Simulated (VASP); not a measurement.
# Mo (P6/mmm) in VASP: a series of runs

The runs below take Mo through single point, with PBE.

Everything below comes from runs of VASP 6.6.1. Logs are shortened: lines on timing, memory, paths and dates and some standing lists are left out, and cuts for length are marked.

### 1 The cell of the first run

The structure is hexagonal, space group P6/mmm (No. 191). Conventional cell: a = 4.490 Å, b = 4.490 Å, c = 2.494 Å, α = 90.00°, β = 90.00°, γ = 120.00°. Mo (site symmetry 6/mmm) has 14 Mo at 2.49 to 2.88 Å within 3.3 Å. Within 3.3 Å of Mo (site symmetry -6m2) lie 11 Mo at 2.49 to 2.88 Å.

### 2 Single point, PBE

File INCAR:

```
  ALGO = Normal
  EDIFF = 1E-7
  ENCUT = 520
  GGA = PE
  ISIF = 2
  ISMEAR = -1
  LASPH = T
  LCHARG = F
  LREAL = F
  LWAVE = F
  NBANDS = 28
  NELM = 80
  PREC = Accurate
  SIGMA = 0.05
```

File KPOINTS:

```
k-points
0
Gamma
  9 9 12
```

File POSCAR:

```
Mo
1.0
    4.4897373290      0.0000000000      0.0000000000
   -2.2448686645      3.8882265833      0.0000000000
    0.0000000000      0.0000000000      2.4937519459
Mo
3
Direct
    0.0000000000      0.0000000000      0.0000000000
    0.3333333333      0.6666666667      0.5000000000
    0.6666666667      0.3333333333      0.5000000000
```

Potentials or basis: VASP PAW PBE potentials, release 64 (Mo_sv).

The run is started by

```bash
> cat potpaw_PBE.64/Mo_sv/POTCAR > POTCAR
> mpirun -np 1 vasp_std > vasp.out
```

OUTCAR:

```text
EDIFF = 1E-7
   ENCUT = 520
   GGA = PE
   ISIF = 2
   ISMEAR = -1
   LASPH = T
   LREAL = F
   NELM = 80
   PREC = Accurate

 ion  position               nearest neighbor table
   1  0.000  0.000  0.000-   2 2.88   3 2.88   2 2.88   3 2.88   3 2.88   3 2.88   2 2.88   2 2.88
                             3 2.88   3 2.88   2 2.88   2 2.88
   2  0.333  0.667  0.500-   3 2.59   3 2.59   3 2.59   1 2.88   1 2.88   1 2.88   1 2.88   1 2.88
                             1 2.88
   3  0.667  0.333  0.500-   2 2.59   2 2.59   2 2.59   1 2.88   1 2.88   1 2.88   1 2.88   1 2.88
                             1 2.88

  LATTYP: Found a hexagonal cell.
 ALAT       =     4.4897373290
 C/A-ratio  =     0.5554338179

  Lattice vectors:

 A1 = (   4.4897373290,   0.0000000000,   0.0000000000)
 A2 = (  -2.2448686645,   3.8882265833,   0.0000000000)
 A3 = (   0.0000000000,   0.0000000000,   2.4937519459)

Analysis of symmetry for initial positions (statically):
=====================================================================
 Subroutine PRICEL returns:
 Original cell was already a primitive cell.

 Routine SETGRP: Setting up the symmetry group for a
 hexagonal supercell.

 Subroutine GETGRP returns: Found 24 space group operations
 (whereof 24 operations were pure point group operations)
 out of a pool of 24 trial point group operations.

The static configuration has the point symmetry D_6h.

Analysis of symmetry for dynamics (positions and initial velocities):
=====================================================================
 Subroutine PRICEL returns:
 Original cell was already a primitive cell.

 Routine SETGRP: Setting up the symmetry group for a
 hexagonal supercell.

 Subroutine GETGRP returns: Found 24 space group operations
 (whereof 24 operations were pure point group operations)
 out of a pool of 24 trial point group operations.

The dynamic configuration has the point symmetry D_6h.

 Subroutine INISYM returns: Found 24 space group operations
 (whereof 24 operations are pure point group operations),
 and found     1 'primitive' translations

----------------------------------------------------------------------------------------

                                     Primitive cell

  volume of cell :      43.5337

  direct lattice vectors                    reciprocal lattice vectors
     4.489737329  0.000000000  0.000000000     0.222730179  0.128593329  0.000000000
    -2.244868665  3.888226583  0.000000000     0.000000000  0.257186658  0.000000000
     0.000000000  0.000000000  2.493751946     0.000000000  0.000000000  0.401002193

  length of vectors
     4.489737329  4.489737329  2.493751946     0.257186658  0.257186658  0.401002193

  position of ions in fractional coordinates (direct lattice)
     0.000000000  0.000000000  0.000000000
     0.333333333  0.666666667  0.500000000
     0.666666667  0.333333333  0.500000000

  ion indices of the primitive-cell ions
   primitive index   ion index
                 1           1
                 2           2
                 3           3

----------------------------------------------------------------------------------------

 KPOINTS: k-points

Automatic generation of k-mesh.
 Grid dimensions read from file:
 generate k-points for:    9    9   12

 Generating k-lattice:

  Cartesian coordinates                     Fractional coordinates (reciprocal lattice)
     0.024747798  0.014288148  0.000000000     0.111111111  0.000000000  0.000000000
     0.000000000  0.028576295  0.000000000     0.000000000  0.111111111  0.000000000
     0.000000000  0.000000000  0.033416849     0.000000000  0.000000000  0.083333333

  Length of vectors
     0.028576295  0.028576295  0.033416849

  Shift w.r.t. Gamma in fractional coordinates (k-lattice)
     0.000000000  0.000000000  0.000000000

 Subroutine IBZKPT returns following result:
 ===========================================

 Found     84 irreducible k-points:

 Following reciprocal coordinates:
            Coordinates               Weight
  0.000000  0.000000  0.000000      1.000000
  0.111111  0.000000  0.000000      6.000000
  0.222222 -0.000000  0.000000      6.000000
  0.333333 -0.000000  0.000000      6.000000
  0.444444 -0.000000  0.000000      6.000000
  0.111111  0.111111  0.000000      6.000000
[... 16 lines left out ...]
  0.333333  0.222222  0.083333     24.000000
  0.333333  0.333333  0.083333      4.000000
 [... further k-points ...]
   k-points           NKPTS =     84   k-points in BZ     NKDIM =     84   number of bands    NBANDS=     28
   number of dos      NEDOS =    301   number of ions     NIONS =      3
   total plane-waves  NPLWV =  25920
   dimension x,y,z NGX =    36 NGY =   36 NGZ =   20
   dimension x,y,z NGXF=    72 NGYF=   72 NGZF=   40
   ions per type =               3
   NGX,Y,Z   is equivalent  to a cutoff of  13.33, 13.33, 13.33 a.u.
   NGXF,Y,Z  is equivalent  to a cutoff of  26.66, 26.66, 26.67 a.u.
 SYSTEM =  unknown system
   PREC   = accura    normal or accurate (medium, high low for compatibility)
   ISTART =      0    job   : 0-new  1-cont  2-samecut
   ICHARG =      2    charge: 1-file 2-atom 10-const
   ISPIN  =      1    spin polarized calculation?
   LNONCOLLINEAR =      F non collinear calculations
   LSORBIT =      F    spin-orbit coupling
   LASPH  =      T    aspherical Exc in radial PAW
   ENCUT  =  520.0 eV  38.22 Ry    6.18 a.u.   8.35  8.35  4.64*2*pi/ulx,y,z
   NELM   =     80;   NELMIN=  2; NELMDL= -5     # of ELM steps
   EDIFF  = 0.1E-06   stopping-criterion for ELM
   LREAL  =      F    real-space projection
   EDIFFG = 0.1E-05   stopping-criterion for IOM
   NSW    =      0    number of steps for IOM
   IBRION =     -1    ionic relax: 0-MD 1-quasi-New 2-CG
   NFREE  =      0    steps in history (QN), initial steepest desc. (CG)
   ISIF   =      2    stress and relaxation
   ISYM   =      2    0-nonsym 1-usesym 2-fastsym
   POTIM  = 0.5000    time-step for ionic-motion
   TEBEG  =    0.0;   TEEND  =   0.0 temperature during run
   PSTRESS=    0.0 pullay stress
   NELECT =      42.0000    total number of electrons
   NUPDOWN=      -1.0000    fix difference up-down
   EMIN   =  10.00;   EMAX   =-10.00  energy-range for DOS
   EFERMI =   0.00;   METHOD = LEGACY
   ISMEAR =    -1;   SIGMA  =   0.05  broadening in eV -4-tet -1-fermi 0-gaus
   EFERMI_NEDOS =   21; number of points for ismear=-14 and -15
   IALGO  =     38    algorithm
   IMIX   =      4    mixing-type and parameters
     AMIX     =   0.40;   BMIX     =  1.00
     AMIX_MAG =   1.60;   BMIX_MAG =  1.00
  volume/ion in A,a.u.               =      14.51        97.93
  Fermi-wavevector in a.u.,A,eV,Ry     =   1.617643  3.056902 35.603301  2.616769
  Thomas-Fermi vector in A             =   2.712035
   LORBIT       =      0    0 simple, 1 ext, 2 COOP (PROOUT), +10 PAW based schemes
   GGA     = PE    functional components
   LHFCALC =     F    Hartree Fock is set to
   AEXX    =    0.0000 exact exchange contribution
   IVDW    =     0    specifies the selected vdW correction
   LEPSILON=     F    determine dielectric tensor
   LRPA    =     F    only Hartree local field effects (RPA)
 non-spin polarized calculation
  energy-cutoff  :      520.00
  volume of cell :       43.53
 maximum number of plane-waves:      1209
 NGX is ok and might be reduce to    36
   NGX = 17   NGY = 17   NGZ =  9

 number of electron      42.0000005 magnetization

 Free energy of the ion-electron system (eV)
  ---------------------------------------------------
  ext. energy  EPLUGINS =         0.00000000
  ---------------------------------------------------
  free energy    TOTEN  =       -31.15468532 eV

  energy without entropy =      -31.12056696  energy(sigma->0) =      -31.13762614

 E-fermi :  13.5676     XC(G=0): -13.7842

 val. band max:       13.5504037965   @ k =   0.1111   0.1111   0.4167
 cond. band min:      13.5694741252   @ k =   0.3333   0.3333   0.5000
 fundamental gap:      0.0190703287
 Fermi energy:        13.5676189052

 k-point     1 :       0.0000    0.0000    0.0000
  band No.  band energies     occupation
      1     -47.4316      2.00000
      2     -47.1638      2.00000
      3     -46.9768      2.00000
      4     -21.7761      2.00000
      5     -21.7761      2.00000
      6     -21.6288      2.00000
[... 20 lines left out ...]
     27      18.4693      0.00000
     28      18.4693      0.00000

 k-point     2 :       0.1111    0.0000    0.0000
  band No.  band energies     occupation
      1     -47.4211      2.00000
      2     -47.1664      2.00000
      3     -46.9852      2.00000
      4     -21.8897      2.00000
      5     -21.8569      2.00000
      6     -21.5016      2.00000
[... 20 lines left out ...]
     27      18.2186      0.00000
     28      18.4298      0.00000

 k-point     3 :       0.2222   -0.0000    0.0000
  band No.  band energies     occupation
      1     -47.3925      2.00000
      2     -47.1730      2.00000
      3     -47.0090      2.00000
      4     -22.0270      2.00000
      5     -21.8914      2.00000
      6     -21.3253      2.00000
[... 20 lines left out ...]
     27      17.5867      0.00000
     28      18.3087      0.00000

 k-point     4 :       0.3333   -0.0000    0.0000
  band No.  band energies     occupation
      1     -47.3543      2.00000
      2     -47.1802      2.00000
      3     -47.0417      2.00000
      4     -22.1283      2.00000
      5     -21.8186      2.00000
      6     -21.1874      2.00000
[... 20 lines left out ...]
     27      17.1898      0.00000
     28      18.1010      0.00000

 k-point     5 :       0.4444   -0.0000    0.0000
  band No.  band energies     occupation
      1     -47.3241      2.00000
      2     -47.1847      2.00000
      3     -47.0686      2.00000
      4     -22.1814      2.00000
      5     -21.6438      2.00000
      6     -21.3980      2.00000
[... 20 lines left out ...]
     27      17.4017      0.00000
     28      17.5322      0.00000

 k-point     6 :       0.1111    0.1111    0.0000
  band No.  band energies     occupation
      1     -47.4016      2.00000
      2     -47.1709      2.00000
      3     -47.0014      2.00000
      4     -21.9634      2.00000
      5     -21.9261      2.00000
      6     -21.3540      2.00000
[... 463 lines left out ...]
      5     -21.5818      2.00000
      6     -21.5306      2.00000
[... 20 lines left out ...]
     27      17.3479      0.00000
     28      17.7143      0.00000

 k-point    22 :       0.2222    0.2222    0.0833
  band No.  band energies     occupation
      1     -47.3166      2.00000
      2     -47.1572      2.00000
      3     -47.0441      2.00000
      4     -21.9938      2.00000
      5     -21.8932      2.00000
      6     -21.2963      2.00000
[... 20 lines left out ...]
     27      17.1984      0.00000
     28      17.7207      0.00000

 k-point    23 :       0.3333    0.2222    0.0833
  band No.  band energies     occupation
      1     -47.2965      2.00000
      2     -47.1452      2.00000
      3     -47.0771      2.00000
      4     -21.9958      2.00000
      5     -21.7635      2.00000
      6     -21.5258      2.00000
[... 20 lines left out ...]
     27      17.3686      0.00000
     28      17.5487      0.00000

 k-point    24 :       0.3333    0.3333    0.0833
  band No.  band energies     occupation
      1     -47.2912      2.00000
      2     -47.1140      2.00000
      3     -47.1140      2.00000
      4     -21.8957      2.00000
      5     -21.7199      2.00000
      6     -21.7199      2.00000
[... 20 lines left out ...]
     27      17.0475      0.00000
     28      17.5845      0.00000

 [... further k-points ...]
[... 5 lines left out ...]
  --------------------------------------------------------------------------------------
  -------------------------------------------------------------------------------------
  Total        8.6119782      8.6119782      8.7039439      0.0000000      0.0000000     -0.0000000
  in kB      316.9478099    316.9478099    320.3324361      0.0000000      0.0000000     -0.0000000
  external PRESSURE =     318.0760186 kB  Pullay stress =       0.0000000 kB

 VOLUME and BASIS-vectors are now :
 -----------------------------------------------------------------------------
  energy-cutoff  :      520.00
  volume of cell :       43.53
      direct lattice vectors                 reciprocal lattice vectors
     4.489737329  0.000000000  0.000000000     0.222730179  0.128593329  0.000000000
    -2.244868665  3.888226583  0.000000000     0.000000000  0.257186658  0.000000000
     0.000000000  0.000000000  2.493751946     0.000000000  0.000000000  0.401002193

 POSITION                                       TOTAL-FORCE (eV/Angst)
 -----------------------------------------------------------------------------------
      0.00000      0.00000      0.00000        -0.000000      0.000000      0.000000
     -0.00000      2.59215      1.24688         0.000000     -0.000000     -0.000000
      2.24487      1.29608      1.24688        -0.000000      0.000000      0.000000
 -----------------------------------------------------------------------------------
    total drift:                                0.000000      0.000000     -0.000000

  FREE ENERGIE OF THE ION-ELECTRON SYSTEM (eV)
  ---------------------------------------------------
  free  energy   TOTEN  =       -31.1546853165 eV

  energy  without entropy=      -31.1205669558  energy(sigma->0) =      -31.13762614
```

Run time: 3.5 min. Hardware: 1 thread of AMD EPYC 7R13 (Zen 3), shared host; peak memory 0.18 GiB.

Results:

* Free energy: -31.1547 eV
* Pressure: 31.8 GPa
* Band gap on the k mesh: zero (band 21 reaches 14.40 eV, above the bottom of band 22 at 12.99 eV)

Levels at points of the mesh, in eV from the Fermi level:
| k point | band 18 | band 19 | band 20 | band 21 | band 22 | band 23 | band 24 | band 25 |
| --- | --- | --- | --- | --- | --- | --- | --- | --- |
| (0.00, 0.00, 0.00) | -2.26 | -2.21 | -2.21 | -0.58 | -0.58 | 1.85 | 1.85 | 1.92 |
| (0.00, 0.00, 0.50) | -1.45 | -1.24 | -1.24 | 0.16 | 0.16 | 2.83 | 2.83 | 3.64 |

### 3 Single point, PBE

File INCAR:

```
SYSTEM = Mo
PREC = Accurate ; ENCUT = 520
EDIFF = 1E-6 ; ISMEAR = -1
SIGMA = 0.05 ; LREAL = .FALSE.
LASPH = .TRUE. ; NELM = 60
ALGO = Normal ; ISIF = 2
LWAVE = .FALSE. ; LCHARG = .FALSE.
GGA = PE ; NBANDS = 28
```

File KPOINTS:

```
regular mesh
0
G
  9 9 12
  0 0 0
```

File POSCAR:

```
Mo
1.0
    4.4897548024      0.0000000000      0.0000000000
   -2.2448774012      3.8882417157      0.0000000000
    0.0000000000      0.0000000000      2.4934418378
Mo
3
Direct
    0.0000000000      0.0000000000      0.0000000000
    0.3333333333      0.6666666667      0.5000000000
    0.6666666667      0.3333333333      0.5000000000
```

Potentials or basis: VASP PAW PBE potentials, release 64 (Mo_sv).

The run is started by

```bash
> cat potpaw_PBE.64/Mo_sv/POTCAR > POTCAR
> mpirun -np 1 vasp_std > vasp.out
```

OUTCAR:

```text
SYSTEM = Mo
   PREC = Accurate
   ENCUT = 520
   EDIFF = 1E-6
   ISMEAR = -1
   LREAL = .FALSE.
   LASPH = .TRUE.
   NELM = 60
   ISIF = 2
   GGA = PE

 ion  position               nearest neighbor table
   1  0.000  0.000  0.000-   2 2.88   3 2.88   2 2.88   3 2.88   3 2.88   3 2.88   2 2.88   2 2.88
                             3 2.88   3 2.88   2 2.88   2 2.88
   2  0.333  0.667  0.500-   3 2.59   3 2.59   3 2.59   1 2.88   1 2.88   1 2.88   1 2.88   1 2.88
                             1 2.88
   3  0.667  0.333  0.500-   2 2.59   2 2.59   2 2.59   1 2.88   1 2.88   1 2.88   1 2.88   1 2.88
                             1 2.88

  LATTYP: Found a hexagonal cell.
[... 942 lines left out ...]
  --------------------------------------------------------------------------------------
  -------------------------------------------------------------------------------------
  Total        8.6178634      8.6178634      8.7254988      0.0000000     -0.0000000     -0.0000000
  in kB      317.2013784    317.2013784    321.1631610      0.0000000     -0.0000000     -0.0000000
  external PRESSURE =     318.5219726 kB  Pullay stress =       0.0000000 kB

 VOLUME and BASIS-vectors are now :
 -----------------------------------------------------------------------------
  energy-cutoff  :      520.00
  volume of cell :       43.53
      direct lattice vectors                 reciprocal lattice vectors
     4.489754802  0.000000000  0.000000000     0.222729312  0.128592828  0.000000000
    -2.244877401  3.888241716  0.000000000     0.000000000  0.257185657  0.000000000
     0.000000000  0.000000000  2.493441838     0.000000000  0.000000000  0.401052066

 POSITION                                       TOTAL-FORCE (eV/Angst)
 -----------------------------------------------------------------------------------
      0.00000      0.00000      0.00000        -0.000000      0.000000      0.000000
     -0.00000      2.59216      1.24672         0.000000      0.000000     -0.000000
      2.24488      1.29608      1.24672        -0.000000      0.000000      0.000000
 -----------------------------------------------------------------------------------
    total drift:                                0.000000      0.000000     -0.000000

  FREE ENERGIE OF THE ION-ELECTRON SYSTEM (eV)
  ---------------------------------------------------
  free  energy   TOTEN  =       -31.1536670628 eV

  energy  without entropy=      -31.1195478043  energy(sigma->0) =      -31.13660743
```

OSZICAR:

```text
N       E                     dE             d eps       ncg     rms          rms(c)
DAV:   1     0.469872724540E+03    0.46987E+03   -0.25765E+04  4704   0.159E+03
DAV:   2    -0.194913387468E+02   -0.48936E+03   -0.47863E+03  5168   0.498E+02
DAV:   3    -0.325151091423E+02   -0.13024E+02   -0.12662E+02  5892   0.791E+01
DAV:   4    -0.326757425218E+02   -0.16063E+00   -0.15905E+00  5064   0.732E+00
DAV:   5    -0.326771947681E+02   -0.14522E-02   -0.14518E-02  5184   0.750E-01    0.303E+01
DAV:   6    -0.313790549905E+02    0.12981E+01   -0.28095E+00  4892   0.130E+01    0.104E+01
DAV:   7    -0.312829549768E+02    0.96100E-01   -0.15194E+00  5312   0.861E+00    0.280E+00
DAV:   8    -0.311610309423E+02    0.12192E+00   -0.54028E-01  4996   0.526E+00    0.115E+00
DAV:   9    -0.311537553700E+02    0.72756E-02   -0.24250E-02  5144   0.131E+00    0.225E-01
DAV:  10    -0.311536607921E+02    0.94578E-04   -0.92787E-04  5248   0.282E-01    0.112E-01
DAV:  11    -0.311536636096E+02   -0.28174E-05   -0.77437E-05  5316   0.570E-02    0.443E-02
DAV:  12    -0.311536675419E+02   -0.39324E-05   -0.83159E-06  4948   0.258E-02    0.123E-02
DAV:  13    -0.311536670628E+02    0.47914E-06   -0.15454E-06  2820   0.110E-02
   1 F= -.31153667E+02 E0= -.31136607E+02  d E =-.341193E-01
```

Run time: 2.3 min. Hardware: 1 thread of AMD EPYC 7R13 (Zen 3), shared host; peak memory 0.18 GiB.

What came out:

```yaml
Free_energy: -31.1537 eV
Pressure: 31.9 GPa
Band_gap_on_the_k_mesh: zero (band 21 reaches 14.40 eV, above the bottom of band 22 at 12.99 eV)
```
